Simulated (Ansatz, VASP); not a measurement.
Two plane-wave programs on TaAs

The input INCAR:

```
PREC = Accurate ; ENCUT = 520
EDIFF = 1E-7 ; ISMEAR = 0
SIGMA = 0.05 ; LREAL = F
LASPH = T ; NELM = 80
ALGO = Normal ; ISIF = 2
LWAVE = F ; LCHARG = T
GGA = PS ; LELF = T
LVHAR = T ; NBANDS = 15
```

File KPOINTS:

```
regular mesh
0
Gamma
  10 10 10
```

Contents of POSCAR:

```
TaAs
1.0
    0.0000000000      2.6016369085      2.6016369085
    2.6016369085      0.0000000000      2.6016369085
    2.6016369085      2.6016369085      0.0000000000
Ta As
1 1
Direct
    0.5000000000      0.5000000000      0.5000000000
    0.0000000000      0.0000000000      0.0000000000
```

Input for Ansatz:

```yaml
crystal:
  lattice:
    - [0.0, 2.6016369085, 2.6016369085]
    - [2.6016369085, 0.0, 2.6016369085]
    - [2.6016369085, 2.6016369085, 0.0]
  atoms:
    - { symbol: Ta, position: [0.5, 0.5, 0.5] }
    - { symbol: As, position: [0.0, 0.0, 0.0] }
basis:
  ecutwfc: 420
  ecutrho_ratio: 4
kpoints:
  mp_grid: { grid: [10, 10, 10] }
hamiltonian:
  xc: pbesol
scf:
  occupations: { method: gaussian, width: 0.05 }
output:
  forces: true
  stress: true
  eigenvalues: true
```

Alike in both runs: task single point; functional PBEsol; k mesh 10 × 10 × 10; occupations gaussian, width 0.05 eV; no spin polarisation.

```csv
,VASP,Ansatz
version,VASP 6.6.1,Ansatz 0.2.0
potentials or method,"VASP PAW PBE potentials, release 64 (Ta_pv, As), cutoff 520 eV","scalar-relativistic, plane waves, PAW"
valence electrons in the cell,16,28
```

Ansatz gave:

| Item | Value |
| --- | --- |
| gap on the k mesh at the Fermi level (eV) | none |
| pressure (GPa) | 0.0 |

**Question.** What did VASP give for the same quantities?

**Answer.** gap on the k mesh at the Fermi level (eV): none; pressure (GPa): 0.7.

VASP's potentials were made for PBE, not for PBEsol. A gap of «none» marks a metal or a gap that the smearing closes. The functional is the same, so the differences come from potentials, cutoffs and numerics. VASP's potentials hold 16 valence electrons a cell and Ansatz's 28, so a difference there can come from the potentials and not from the codes.

Spin-orbit coupling is off throughout.
